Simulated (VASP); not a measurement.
SiC, 2 atoms in the cell. Symmetry: F-43m, No. 216, cubic system. Conventional cell: a = 4.244 Å, b = 4.244 Å, c = 4.244 Å, α = 90.00°, β = 90.00°, γ = 90.00°. Within 2.4 Å of Si (site symmetry -43m) lie 4 C at 1.84 Å. Within 2.4 Å of C (site symmetry -43m) lie 4 Si at 1.84 Å.  This cell differs from its parent crystal: volume scaled by 0.91.

- Program: VASP 6.6.1
- Task: single point
- Functional: PBE
- Potentials or basis: VASP PAW PBE potentials, release 64 (Si, C)
- Cutoff: 520 eV
- k mesh: 10 × 10 × 10
- Occupations: gaussian, width 0.02 eV
- Spin: no spin polarisation
- Dipole correction: no
- Further INCAR settings: ALGO = Normal; EDIFF = 1e-07; NBANDS = 11

Potentials or basis: VASP PAW PBE potentials, release 64 (Si, C).

Run with:

```sh
$ cat potpaw_PBE.64/Si/POTCAR potpaw_PBE.64/C/POTCAR > POTCAR
$ mpirun -np 1 vasp_std > vasp.out
```

Hardware: 1 thread of Intel(R) Xeon(R) Platinum 8259CL CPU @ 2.50GHz (Skylake/Cascade Lake), with other jobs on the host.

Task: How long does it take, and how much memory?

Result: Wall time 7 s on 1 thread of Intel(R) Xeon(R) Platinum 8259CL CPU @ 2.50GHz (Skylake/Cascade Lake), with other jobs on the host, peak memory 0.13 GiB. Counts: scf iterations 13, k points 47.
